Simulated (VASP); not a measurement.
Crystal: Cu3O2.

```xyz
5
Lattice="-2.0230 2.0230 3.6736 2.0230 -2.0230 3.6736 2.0230 2.0230 -3.6736" Properties=species:S:1:pos:R:3 pbc="T T T"
Cu    0.0000    0.0000    0.0000
Cu    0.0000    2.0230    1.8368
Cu    2.0230    0.0000    1.8368
O     0.0000    2.0230    0.0000
O     2.0230    0.0000    0.0000
```

```yaml
Program: VASP 6.6.1
Task: relaxation of cell and atoms
Functional: LDA
Potentials_or_basis: VASP PAW LDA potentials, release 64 (Cu, O)
Cutoff: 600 eV
k_mesh: 9 × 9 × 9
Occupations: fermi-dirac, width 0.05 eV
Spin: no spin polarisation
```

At the start: pressure -10.9 GPa; volume 12.03 Å³/atom.

Problem. How do energy, volume and symmetry change on relaxing?

Solution. Over 12 steps the energy falls by 34.8 meV/atom and the volume is 11.02 Å³/atom (-8.4 %); space group I4/mmm (No. 139, to 0.1 Å) before and after.

The path:
```csv
step,energy change (eV),largest force (eV/Å),pressure (GPa),volume (Å³)
1,0.0000,0.0000,-10.94,60.14
2,-0.0016,0.0000,11.83,53.26
3,-0.1477,0.0000,-1.21,56.50
4,-0.1477,0.0000,-0.89,56.43
5,-0.1716,0.0000,-0.30,55.47
6,-0.1739,0.0000,0.32,54.94
7,-0.1741,0.0000,0.20,55.04
8,-0.1740,0.0000,0.26,55.01
9,-0.1741,0.0000,-0.16,55.15
10,-0.1741,0.0000,-0.04,55.10
11,-0.1741,0.0000,0.17,55.08
12,-0.1741,0.0000,0.06,55.09
```

Final structure:
```cif
data_structure
_symmetry_space_group_name_H-M 'P 1'
_symmetry_Int_Tables_number 1
_cell_length_a 4.5420
_cell_length_b 4.5420
_cell_length_c 4.5420
_cell_angle_alpha 129.011
_cell_angle_beta 129.011
_cell_angle_gamma 74.992
_cell_volume 55.09
loop_
_atom_site_label
_atom_site_type_symbol
_atom_site_fract_x
_atom_site_fract_y
_atom_site_fract_z
_atom_site_occupancy
Cu1 Cu 0.00000 0.00000 0.00000 1
Cu2 Cu 0.75000 0.25000 0.50000 1
Cu3 Cu 0.25000 0.75000 0.50000 1
O1 O 0.50000 0.00000 0.50000 1
O2 O 0.00000 0.50000 0.50000 1
```

Caveat: an odd number of electrons without spin polarisation forces a metal; a magnetic or distorted state may lie lower.
